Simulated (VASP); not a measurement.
# Ga2O3 (R-3c) in VASP: single point with PBE

Aim: the single point of Ga2O3 with PBE.

All numbers are computed with VASP 6.6.1; they aren't measurements. Logs are shortened: lines on timing, memory, paths and dates and some standing lists are left out, and cuts for length are marked.

## (1) The cell of the first run

The structure is trigonal, space group R-3c (No. 167). Conventional cell: a = 5.058 Å, b = 5.058 Å, c = 13.624 Å, α = 90.00°, β = 90.00°, γ = 120.00°. Ga (site symmetry 3) has 6 O at 1.95 to 2.10 Å within 2.6 Å. O (site symmetry 2) has 4 Ga at 1.95 to 2.10 Å and 8 O at 2.66 to 2.88 Å within 2.9 Å.

## (2) Single point, PBE

INCAR reads:

```
SYSTEM = Ga2O3
PREC = Accurate ; ENCUT = 520
EDIFF = 1E-6 ; ISMEAR = 0
SIGMA = 0.01 ; LREAL = .False.
LASPH = .True. ; NELM = 60
ALGO = Normal ; ISIF = 2
LWAVE = .False. ; LCHARG = .False.
GGA = PE ; NBANDS = 55
```

KPOINTS reads:

```
regular mesh
0
Gamma
  7 7 7
  0 0 0
```

POSCAR reads:

```
Ga2O3
1.0
    2.5289754451      1.4601046709      4.5413080054
   -2.5289754451      1.4601046709      4.5413080054
    0.0000000000     -2.9202092911      4.5413080216
Ga O
4 6
Direct
    0.8558413518      0.8558413518      0.8558413518
    0.6441586482      0.6441586482      0.6441586482
    0.1441586482      0.1441586482      0.1441586482
    0.3558413518      0.3558413518      0.3558413518
    0.7500000000      0.4469003098      0.0530996902
    0.4469003098      0.0530996902      0.7500000000
    0.0530996902      0.7500000000      0.4469003098
    0.2500000000      0.5530996902      0.9469003098
    0.9469003098      0.2500000000      0.5530996902
    0.5530996902      0.9469003098      0.2500000000
```

Potentials or basis: VASP PAW PBE potentials, release 64 (Ga_d, O).

Started as:

```console
> cat potpaw_PBE.64/Ga_d/POTCAR potpaw_PBE.64/O/POTCAR > POTCAR
> mpirun -np 1 vasp_std > vasp.out
```

OUTCAR:

```text
SYSTEM = Ga2O3
   PREC = Accurate
   ENCUT = 520
   EDIFF = 1E-6
   ISMEAR = 0
   LREAL = .False.
   LASPH = .True.
   NELM = 60
   ISIF = 2
   GGA = PE

 ion  position               nearest neighbor table
   1  0.856  0.856  0.856-  10 1.95   8 1.95   9 1.95   7 2.10   6 2.10   5 2.10   2 2.88
   2  0.644  0.644  0.644-  10 1.95   9 1.95   8 1.95   5 2.10   6 2.10   7 2.10   1 2.88
   3  0.144  0.144  0.144-   6 1.95   5 1.95   7 1.95   9 2.10  10 2.10   8 2.10   4 2.88
   4  0.356  0.356  0.356-   6 1.95   7 1.95   5 1.95   8 2.10  10 2.10   9 2.10   3 2.88
   5  0.750  0.447  0.053-   3 1.95   4 1.95   2 2.10   1 2.10
   6  0.447  0.053  0.750-   3 1.95   4 1.95   1 2.10   2 2.10
   7  0.053  0.750  0.447-   4 1.95   3 1.95   1 2.10   2 2.10
   8  0.250  0.553  0.947-   1 1.95   2 1.95   4 2.10   3 2.10
   9  0.947  0.250  0.553-   2 1.95   1 1.95   3 2.10   4 2.10
  10  0.553  0.947  0.250-   1 1.95   2 1.95   3 2.10   4 2.10

  LATTYP: Found a trigonal (rhomboedric) cell.
 ALAT       =     5.3991759419
 COS(alpha) =     0.5612023824

  Lattice vectors:

 A1 = (   2.5289754451,   1.4601046709,   4.5413080054)
 A2 = (  -2.5289754451,   1.4601046709,   4.5413080054)
 A3 = (   0.0000000000,  -2.9202092911,   4.5413080216)

Analysis of symmetry for initial positions (statically):
=====================================================================
 Subroutine PRICEL returns:
 Original cell was already a primitive cell.

 Routine SETGRP: Setting up the symmetry group for a
 trigonal (rhombohedral) supercell.

 Subroutine GETGRP returns: Found 12 space group operations
 (whereof  6 operations were pure point group operations)
 out of a pool of 12 trial point group operations.

The static configuration has the point symmetry S_6 .
 The point group associated with its full space group is D_3d.

Analysis of symmetry for dynamics (positions and initial velocities):
=====================================================================
 Subroutine PRICEL returns:
 Original cell was already a primitive cell.

 Routine SETGRP: Setting up the symmetry group for a
 trigonal (rhombohedral) supercell.

 Subroutine GETGRP returns: Found 12 space group operations
 (whereof  6 operations were pure point group operations)
 out of a pool of 12 trial point group operations.

The dynamic configuration has the point symmetry S_6 .
 The point group associated with its full space group is D_3d.

 Subroutine INISYM returns: Found 12 space group operations
 (whereof  6 operations are pure point group operations),
 and found     1 'primitive' translations

----------------------------------------------------------------------------------------

                                     Primitive cell

  volume of cell :     100.6146

  direct lattice vectors                    reciprocal lattice vectors
     2.528975445  1.460104671  4.541308005     0.197708523  0.114147069  0.073400291
    -2.528975445  1.460104671  4.541308005    -0.197708523  0.114147069  0.073400291
     0.000000000 -2.920209291  4.541308022     0.000000000 -0.228294138  0.073400293

  length of vectors
     5.399175942  5.399175942  5.399175942     0.239803704  0.239803704  0.239803704

  position of ions in fractional coordinates (direct lattice)
     0.855841352  0.855841352  0.855841352
     0.644158648  0.644158648  0.644158648
     0.144158648  0.144158648  0.144158648
     0.355841352  0.355841352  0.355841352
     0.750000000  0.446900310  0.053099690
     0.446900310  0.053099690  0.750000000
     0.053099690  0.750000000  0.446900310
     0.250000000  0.553099690  0.946900310
     0.946900310  0.250000000  0.553099690
     0.553099690  0.946900310  0.250000000

  ion indices of the primitive-cell ions
   primitive index   ion index
                 1           1
                 2           2
                 3           3
                 4           4
                 5           5
                 6           6
                 7           7
                 8           8
                 9           9
                10          10

----------------------------------------------------------------------------------------

 KPOINTS: regular mesh

Automatic generation of k-mesh.
 Grid dimensions read from file:
 generate k-points for:    7    7    7

 Generating k-lattice:

  Cartesian coordinates                     Fractional coordinates (reciprocal lattice)
     0.028244075  0.016306724  0.010485756     0.142857143  0.000000000  0.000000000
    -0.028244075  0.016306724  0.010485756     0.000000000  0.142857143  0.000000000
     0.000000000 -0.032613448  0.010485756     0.000000000  0.000000000  0.142857143

  Length of vectors
     0.034257672  0.034257672  0.034257672

  Shift w.r.t. Gamma in fractional coordinates (k-lattice)
     0.000000000  0.000000000  0.000000000

 Subroutine IBZKPT returns following result:
 ===========================================

 Found     44 irreducible k-points:

 Following reciprocal coordinates:
            Coordinates               Weight
  0.000000  0.000000  0.000000      1.000000
  0.142857  0.000000  0.000000      6.000000
  0.285714  0.000000 -0.000000      6.000000
  0.428571  0.000000  0.000000      6.000000
  0.142857  0.142857 -0.000000      6.000000
  0.285714  0.142857 -0.000000     12.000000
[... 16 lines left out ...]
  0.285714  0.285714  0.142857      6.000000
  0.428571  0.285714  0.142857     12.000000
 [... further k-points ...]
   k-points           NKPTS =     44   k-points in BZ     NKDIM =     44   number of bands    NBANDS=     55
   number of dos      NEDOS =    301   number of ions     NIONS =     10
   total plane-waves  NPLWV =  64000
   dimension x,y,z NGX =    40 NGY =   40 NGZ =   40
   dimension x,y,z NGXF=    80 NGYF=   80 NGZF=   80
   ions per type =               4   6
   NGX,Y,Z   is equivalent  to a cutoff of  12.32, 12.32, 12.32 a.u.
   NGXF,Y,Z  is equivalent  to a cutoff of  24.63, 24.63, 24.63 a.u.
 SYSTEM =  Ga2O3
   PREC   = accura    normal or accurate (medium, high low for compatibility)
   ISTART =      0    job   : 0-new  1-cont  2-samecut
   ICHARG =      2    charge: 1-file 2-atom 10-const
   ISPIN  =      1    spin polarized calculation?
   LNONCOLLINEAR =      F non collinear calculations
   LSORBIT =      F    spin-orbit coupling
   LASPH  =      T    aspherical Exc in radial PAW
   ENCUT  =  520.0 eV  38.22 Ry    6.18 a.u.  10.04 10.04 10.04*2*pi/ulx,y,z
   NELM   =     60;   NELMIN=  2; NELMDL= -5     # of ELM steps
   EDIFF  = 0.1E-05   stopping-criterion for ELM
   LREAL  =      F    real-space projection
[... 7 lines left out ...]
   TEBEG  =    0.0;   TEEND  =   0.0 temperature during run
   PSTRESS=    0.0 pullay stress
   NELECT =      88.0000    total number of electrons
   NUPDOWN=      -1.0000    fix difference up-down
   EMIN   =  10.00;   EMAX   =-10.00  energy-range for DOS
   EFERMI =   0.00;   METHOD = LEGACY
   ISMEAR =     0;   SIGMA  =   0.01  broadening in eV -4-tet -1-fermi 0-gaus
   EFERMI_NEDOS =   21; number of points for ismear=-14 and -15
   IALGO  =     38    algorithm
   IMIX   =      4    mixing-type and parameters
     AMIX     =   0.40;   BMIX     =  1.00
     AMIX_MAG =   1.60;   BMIX_MAG =  1.00
  volume/ion in A,a.u.               =      10.06        67.90
  Fermi-wavevector in a.u.,A,eV,Ry     =   1.565605  2.958564 33.349487  2.451118
  Thomas-Fermi vector in A             =   2.668056
   LORBIT       =      0    0 simple, 1 ext, 2 COOP (PROOUT), +10 PAW based schemes
   GGA     = PE    functional components
   LHFCALC =     F    Hartree Fock is set to
   AEXX    =    0.0000 exact exchange contribution
   IVDW    =     0    specifies the selected vdW correction
   LEPSILON=     F    determine dielectric tensor
   LRPA    =     F    only Hartree local field effects (RPA)
 non-spin polarized calculation
 Gauss-broadening in eV      SIGMA  =   0.01
  energy-cutoff  :      520.00
  volume of cell :      100.61
 maximum number of plane-waves:      2730
   NGX = 21   NGY = 21   NGZ = 21

 number of electron      88.0000003 magnetization

 Free energy of the ion-electron system (eV)
  ---------------------------------------------------
  ext. energy  EPLUGINS =         0.00000000
  ---------------------------------------------------
  free energy    TOTEN  =       -59.39349551 eV

  energy without entropy =      -59.39349551  energy(sigma->0) =      -59.39349551

 E-fermi :   4.1550     XC(G=0): -11.9613

 val. band max:        4.0988090498   @ k =  -0.1429   0.1429   0.0000
 cond. band min:       6.4946884285   @ k =   0.0000   0.0000   0.0000
 fundamental gap:      2.3958793786
 Fermi energy:         4.1549833287

 k-point     1 :       0.0000    0.0000    0.0000
  band No.  band energies     occupation
      1     -14.5784      2.00000
      2     -12.7194      2.00000
      3     -12.7194      2.00000
      4     -12.6960      2.00000
      5     -12.6772      2.00000
      6     -12.6772      2.00000
[... 47 lines left out ...]
     54      14.9938      0.00000
     55      16.0681      0.00000

 k-point     2 :       0.1429    0.0000    0.0000
  band No.  band energies     occupation
      1     -14.4914      2.00000
      2     -12.8087      2.00000
      3     -12.7276      2.00000
      4     -12.7247      2.00000
      5     -12.6845      2.00000
      6     -12.6655      2.00000
[... 47 lines left out ...]
     54      15.5404      0.00000
     55      15.9347      0.00000
[... 1216 lines left out ...]
     54      15.7889      0.00000
     55      16.2007      0.00000

 k-point    24 :       0.4286    0.2857    0.1429
  band No.  band energies     occupation
      1     -14.0864      2.00000
      2     -13.1369      2.00000
      3     -12.8252      2.00000
      4     -12.7967      2.00000
      5     -12.7229      2.00000
      6     -12.6748      2.00000
[... 47 lines left out ...]
     54      15.8219      0.00000
     55      16.1017      0.00000

 [... further k-points ...]

------------------------ aborting loop because EDIFF is reached ----------------------------------------

  FORCE on cell =-STRESS in cart. coord.  units (eV):
  Direction    XX          YY          ZZ          XY          YZ          ZX
  --------------------------------------------------------------------------------------
  -------------------------------------------------------------------------------------
  Total        0.6204086      0.6204086      0.5386844      0.0000000     -0.0000000      0.0000000
  in kB        9.8793316      9.8793316      8.5779628      0.0000000     -0.0000000      0.0000000
  external PRESSURE =       9.4455420 kB  Pullay stress =       0.0000000 kB

 VOLUME and BASIS-vectors are now :
 -----------------------------------------------------------------------------
  energy-cutoff  :      520.00
  volume of cell :      100.61
      direct lattice vectors                 reciprocal lattice vectors
     2.528975445  1.460104671  4.541308005     0.197708523  0.114147069  0.073400291
    -2.528975445  1.460104671  4.541308005    -0.197708523  0.114147069  0.073400291
     0.000000000 -2.920209291  4.541308022     0.000000000 -0.228294138  0.073400293

 POSITION                                       TOTAL-FORCE (eV/Angst)
 -----------------------------------------------------------------------------------
      0.00000      0.00000     11.65992         0.000000      0.000000      0.011710
      0.00000      0.00000      8.77597         0.000000     -0.000000     -0.011710
      0.00000      0.00000      1.96401         0.000000     -0.000000     -0.011710
      0.00000      0.00000      4.84796         0.000000      0.000000      0.011710
      0.76653      1.59254      5.67664         0.000734     -0.001271      0.000000
      0.99591     -1.46010      5.67664        -0.001467      0.000000      0.000000
     -1.76244     -0.13243      5.67664         0.000734      0.001271     -0.000000
     -0.76653     -1.59254      7.94729        -0.000734      0.001271     -0.000000
      1.76244      0.13243      7.94729        -0.000734     -0.001271      0.000000
     -0.99591      1.46010      7.94729         0.001467      0.000000      0.000000
 -----------------------------------------------------------------------------------
    total drift:                               -0.000000     -0.000000     -0.000000

  FREE ENERGIE OF THE ION-ELECTRON SYSTEM (eV)
  ---------------------------------------------------
  free  energy   TOTEN  =       -59.3934955097 eV

  energy  without entropy=      -59.3934955097  energy(sigma->0) =      -59.39349551
```

It took 8.8 min on 1 thread of Intel Xeon 8259CL, shared host; peak memory 0.35 GiB.

Results:

| Quantity | Value |
| --- | --- |
| Free energy | -59.3935 eV |
| Pressure | 0.9 GPa |
| Largest force | 0.012 eV/Å |
| Band gap on the k mesh | 2.40 eV (least direct gap 2.62 eV) |

Forces in eV/Å, atoms in the order of the input:
```
Ga   0.000  0.000  0.012
Ga   0.000  0.000 -0.012
Ga   0.000  0.000 -0.012
Ga   0.000  0.000  0.012
O    0.001 -0.001  0.000
O   -0.001  0.000  0.000
O    0.001  0.001  0.000
O   -0.001  0.001  0.000
O   -0.001 -0.001  0.000
O    0.001  0.000  0.000
```

Caveat: an odd mesh through Γ misses points on the zone boundary, where band edges can lie.
